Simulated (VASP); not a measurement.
Wanted: the native input for a VASP 6.6.1 run.

- Task: single point
- Functional: PBEsol
- Potentials or basis: VASP PAW PBE potentials, release 64 (K_sv, F)
- Cutoff: 520 eV
- k mesh: 8 × 8 × 8
- Occupations: gaussian, width 0.05 eV
- Spin: no spin polarisation
- Dipole correction: no
- Further INCAR settings: ALGO = Normal; EDIFF = 1e-07; NBANDS = 15

The structure of KF lies in POSCAR:

```
KF
1.0
    3.5196714000      0.0000000000      0.0000000000
    0.0000000000      3.5196714000      0.0000000000
    0.0000000000      0.0000000000      3.3893132000
K F
1 1
Direct
    0.0000000000      0.0000000000      0.0000000000
    0.5000000000      0.5000000000      0.5000000000
```

This cell differs from its parent crystal: strain +0.080 along x and y, +0.040 along z.

The input as run:

INCAR

```
PREC     = Accurate       # precision mode
ENCUT    = 520            # plane-wave cutoff, eV
EDIFF    = 1E-7           # SCF threshold, eV
ISMEAR   = 0              # smearing method
SIGMA    = 0.05           # smearing width, eV
LREAL    = F              # projectors in reciprocal space
LASPH    = T              # aspherical terms in the spheres
NELM     = 100            # most SCF steps
ALGO     = Normal         # electronic algorithm
ISIF     = 2              # what is computed and relaxed
LWAVE    = F              # write WAVECAR
LCHARG   = T              # write CHGCAR
GGA      = PS             # functional
LELF     = T              # ELF
LVHAR    = T            
NBANDS   = 15             # bands
```

KPOINTS

```
Automatic mesh
0
Gamma
  8 8 8
```

Potentials or basis: VASP PAW PBE potentials, release 64 (K_sv, F).

The run is started by

```console
$ cat potpaw_PBE.64/K_sv/POTCAR potpaw_PBE.64/F/POTCAR > POTCAR
$ mpirun -np 1 vasp_std > vasp.out
```

It gave:

* Pressure: -5.5 GPa
* Band gap on the k mesh: 4.92 eV (least direct gap 4.98 eV)

Caveat: the cell differs from its parent crystal (strain +0.080 along x and y, +0.040 along z); the cell stands under tension; the PAW data sets were made with another functional, which shifts forces and pressure a little.

Wall time 76 s on 1 thread of Intel Xeon 8259CL, with other jobs on the host, peak memory 0.19 GiB.
